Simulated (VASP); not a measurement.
# As in VASP: single point with PBE+D3(BJ)

Aim: the single point of As with PBE+D3(BJ).

Program: VASP 6.6.1. These are calculated values, not measurements. Logs are shortened: lines on timing, memory, paths and dates and some standing lists are left out, and cuts for length are marked.

## (1) The cell of the first run

The cell holds a slab with vacuum, 2 atoms: a = 3.571 Å, b = 3.571 Å, c = 32.615 Å, α = 90.00°, β = 90.00°, γ = 120.00°.

## (2) Single point, PBE+D3(BJ)

Contents of INCAR:

```
SYSTEM = As
  ALGO = Normal
  DIPOL = 0.5 0.5 0.758
  EDIFF = 1E-6
  ENCUT = 400
  GGA = PE
  GGA_COMPAT = .False.
  IDIPOL = 3
  ISIF = 2
  ISMEAR = 0
  IVDW = 12
  LASPH = .True.
  LCHARG = .True.
  LDIPOL = .True.
  LELF = .True.
  LREAL = .False.
  LVACPOTAV = .True.
  LVHAR = .True.
  LWAVE = .False.
  NBANDS = 12
  NELM = 120
  NELMDL = -8
  PREC = Accurate
  SIGMA = 0.04
```

Contents of KPOINTS:

```
k-points
0
Gamma
  12 12 1
  0 0 0
```

Contents of POSCAR:

```
As
1.0
    3.5708955624      0.0000000000      0.0000000000
   -1.7854477812      3.0924862713      0.0000000000
    0.0000000000      0.0000000000     32.6154301971
As
2
Direct
    0.6666666667      0.3333333333      0.7369574664
    0.3333333333      0.6666666667      0.7799203492
```

Potentials or basis: VASP PAW PBE potentials, release 64 (As).

Command:

```
$ cat potpaw_PBE.64/As/POTCAR > POTCAR
$ mpirun -np 1 vasp_std > vasp.out
```

OUTCAR:

```text
SYSTEM = As
   EDIFF = 1E-6
   ENCUT = 400
   GGA = PE
   ISIF = 2
   ISMEAR = 0
   IVDW = 12
   LASPH = .True.
   LREAL = .False.
   NELM = 120
   NELMDL = -8
   PREC = Accurate
 IVDW          = 12

 ion  position               nearest neighbor table
   1  0.667  0.333  0.737-   2 2.49   2 2.49   2 2.49
   2  0.333  0.667  0.780-   1 2.49   1 2.49   1 2.49

  LATTYP: Found a hexagonal cell.
 ALAT       =     3.5708955624
 C/A-ratio  =     9.1336835892

  Lattice vectors:

 A1 = (   3.5708955624,   0.0000000000,   0.0000000000)
 A2 = (  -1.7854477812,   3.0924862713,   0.0000000000)
 A3 = (   0.0000000000,   0.0000000000,  32.6154301971)

Analysis of symmetry for initial positions (statically):
=====================================================================
 Subroutine PRICEL returns:
 Original cell was already a primitive cell.

 Routine SETGRP: Setting up the symmetry group for a
 hexagonal supercell.

 Subroutine GETGRP returns: Found 12 space group operations
 (whereof  6 operations were pure point group operations)
 out of a pool of 24 trial point group operations.

The static configuration has the point symmetry C_3v.
 The point group associated with its full space group is D_3d.

Analysis of symmetry for dynamics (positions and initial velocities):
=====================================================================
 Subroutine PRICEL returns:
 Original cell was already a primitive cell.

 Routine SETGRP: Setting up the symmetry group for a
 hexagonal supercell.

 Subroutine GETGRP returns: Found 12 space group operations
 (whereof  6 operations were pure point group operations)
 out of a pool of 24 trial point group operations.

The dynamic configuration has the point symmetry C_3v.
 The point group associated with its full space group is D_3d.

 Subroutine INISYM returns: Found 12 space group operations
 (whereof  6 operations are pure point group operations),
 and found     1 'primitive' translations

----------------------------------------------------------------------------------------

                                     Primitive cell

  volume of cell :     360.1704

  direct lattice vectors                    reciprocal lattice vectors
     3.570895562  0.000000000  0.000000000     0.280041794  0.161682205  0.000000000
    -1.785447781  3.092486271  0.000000000     0.000000000  0.323364410  0.000000000
     0.000000000  0.000000000 32.615430197     0.000000000  0.000000000  0.030660335

  length of vectors
     3.570895562  3.570895562 32.615430197     0.323364410  0.323364410  0.030660335

[... 88 lines left out ...]
   EFERMI =   0.00;   METHOD = LEGACY
   ISMEAR =     0;   SIGMA  =   0.04  broadening in eV -4-tet -1-fermi 0-gaus
   EFERMI_NEDOS =   21; number of points for ismear=-14 and -15
   IALGO  =     38    algorithm
   IMIX   =      4    mixing-type and parameters
     AMIX     =   0.40;   BMIX     =  1.00
     AMIX_MAG =   1.60;   BMIX_MAG =  1.00
  volume/ion in A,a.u.               =     180.09      1215.27
  Fermi-wavevector in a.u.,A,eV,Ry     =   0.495723  0.936780  3.343509  0.245741
  Thomas-Fermi vector in A             =   1.501320
   LORBIT       =      0    0 simple, 1 ext, 2 COOP (PROOUT), +10 PAW based schemes
   GGA     = PE    functional components
   LHFCALC =     F    Hartree Fock is set to
   AEXX    =    0.0000 exact exchange contribution
   IVDW    =    12    specifies the selected vdW correction
   LEPSILON=     F    determine dielectric tensor
   LRPA    =     F    only Hartree local field effects (RPA)
 non-spin polarized calculation
 Gauss-broadening in eV      SIGMA  =   0.04
  energy-cutoff  :      400.00
  volume of cell :      360.17
 maximum number of plane-waves:      6582
 NGX is ok and might be reduce to    24
   NGX = 11   NGY = 11   NGZ =107

 number of electron      10.0000000 magnetization

 dipolmoment           0.000000      0.000000     -0.000004 electrons x Angstroem

 Free energy of the ion-electron system (eV)
  ---------------------------------------------------
  ext. energy  EPLUGINS =         0.00000000
  ---------------------------------------------------
  free energy    TOTEN  =        -9.32858064 eV

  energy without entropy =       -9.32858064  energy(sigma->0) =       -9.32858064

 E-fermi :  -3.9077     XC(G=0):  -1.6362

 val. band max:       -4.0937871501   @ k =   0.0000   0.0000   0.0000
 cond. band min:      -2.5581978068   @ k =   0.3333  -0.0000   0.0000
 fundamental gap:      1.5355893433
 Fermi energy:        -3.9077056507

 k-point     1 :       0.0000    0.0000    0.0000
  band No.  band energies     occupation
      1     -17.7783      2.00000
      2     -11.3986      2.00000
      3      -4.8099      2.00000
      4      -4.0938      2.00000
      5      -4.0938      2.00000
      6      -2.0628      0.00000
      7      -0.5869      0.00000
      8      -0.5869      0.00000
      9       0.6510      0.00000
     10       0.9111      0.00000
     11       1.2223      0.00000
     12       1.4118      0.00000
[... 256 lines left out ...]
 k-point    19 :       0.3333    0.3333    0.0000
  band No.  band energies     occupation
      1     -14.1338      2.00000
      2     -14.1338      2.00000
      3      -8.6146      2.00000
      4      -6.1961      2.00000
      5      -6.1961      2.00000
      6      -2.2303      0.00000
      7       0.4170      0.00000
      8       0.4170      0.00000
      9       3.9260      0.00000
     10       4.8684      0.00000
     11       4.8685      0.00000
     12       5.6468      0.00000

------------------------ aborting loop because EDIFF is reached ----------------------------------------

 Edisp (eV)   -0.42355

 E8    (eV) :    -0.1922

  FORCE on cell =-STRESS in cart. coord.  units (eV):
  Direction    XX          YY          ZZ          XY          YZ          ZX
  --------------------------------------------------------------------------------------
  -------------------------------------------------------------------------------------
  Total       0.05158     0.05158     0.06321     0.00000     0.00000     0.00000
  in kB       0.22943     0.22943     0.28118     0.00000     0.00000     0.00000
  external pressure =        0.25 kB  Pullay stress =        0.00 kB

 VOLUME and BASIS-vectors are now :
 -----------------------------------------------------------------------------
  energy-cutoff  :      400.00
  volume of cell :      360.17
      direct lattice vectors                 reciprocal lattice vectors
     3.570895562  0.000000000  0.000000000     0.280041794  0.161682205  0.000000000
    -1.785447781  3.092486271  0.000000000     0.000000000  0.323364410  0.000000000
     0.000000000  0.000000000 32.615430197     0.000000000  0.000000000  0.030660335

 POSITION                                       TOTAL-FORCE (eV/Angst)
 -----------------------------------------------------------------------------------
      1.78545      1.03083     24.03618         0.000000      0.000000     -0.050051
     -0.00000      2.06166     25.43744         0.000000     -0.000000      0.050051
 -----------------------------------------------------------------------------------
    total drift:                                0.000000     -0.000000     -0.000015

  FREE ENERGIE OF THE ION-ELECTRON SYSTEM (eV)
  ---------------------------------------------------
  free  energy   TOTEN  =        -9.7521330672 eV

  energy  without entropy=       -9.7521330672  energy(sigma->0) =       -9.75213307

 vacuum level on the upper side and lower side of the slab         1.172         1.172
```

stdout:

```text
POSCAR found type information on POSCAR As
 POSCAR found :  1 types and       2 ions
 scaLAPACK will be used
 LDA part: xc-table for (Slater+PW92), standard interpolation
 POSCAR, INCAR and KPOINTS ok, starting setup
 FFT: planning ... GRIDC
 FFT: planning ... GRID_SOFT
 FFT: planning ... GRID
 WAVECAR not read
 entering main loop
 -----------------------------------------------------------------------------
|                                                                             |
|           W    W    AA    RRRRR   N    N  II  N    N   GGGG   !!!           |
|           W    W   A  A   R    R  NN   N  II  NN   N  G    G  !!!           |
|           W    W  A    A  R    R  N N  N  II  N N  N  G       !!!           |
|           W WW W  AAAAAA  RRRRR   N  N N  II  N  N N  G  GGG   !            |
|           WW  WW  A    A  R   R   N   NN  II  N   NN  G    G                |
|           W    W  A    A  R    R  N    N  II  N    N   GGGG   !!!           |
|                                                                             |
|     Did not find any points to average over, which means that no vacuum     |
|     field-free region was found. Please increase the size of  your cell     |
|     in the dimension of the dipole correction to obtain accurate            |
|     workfunction values.                                                    |
|                                                                             |
 -----------------------------------------------------------------------------
```

Run time: 45 s. Hardware: 1 thread of AMD EPYC 9R45 (Zen 5), shared host; peak memory 0.31 GiB.

What came out:

```
Free energy                : -9.7521 eV
Largest force              : 0.050 eV/Å
Band gap on the k mesh     : 1.54 eV, indirect (least direct gap 2.03 eV)
Dispersion energy per atom : -0.212 eV
```

Forces on the atoms (eV/Å):
```
As   0.000  0.000 -0.050
As   0.000  0.000  0.050
```

Levels at points of the mesh, in eV from the valence-band top:
| k point | band 3 | band 4 | band 5 | band 6 | band 7 | band 8 |
| --- | --- | --- | --- | --- | --- | --- |
| (0.00, 0.00, 0.00) | -0.72 | 0.00 | 0.00 | 2.03 | 3.51 | 3.51 |
| (0.50, 0.00, 0.00) | -3.55 | -1.94 | -1.70 | 1.93 | 3.02 | 4.49 |
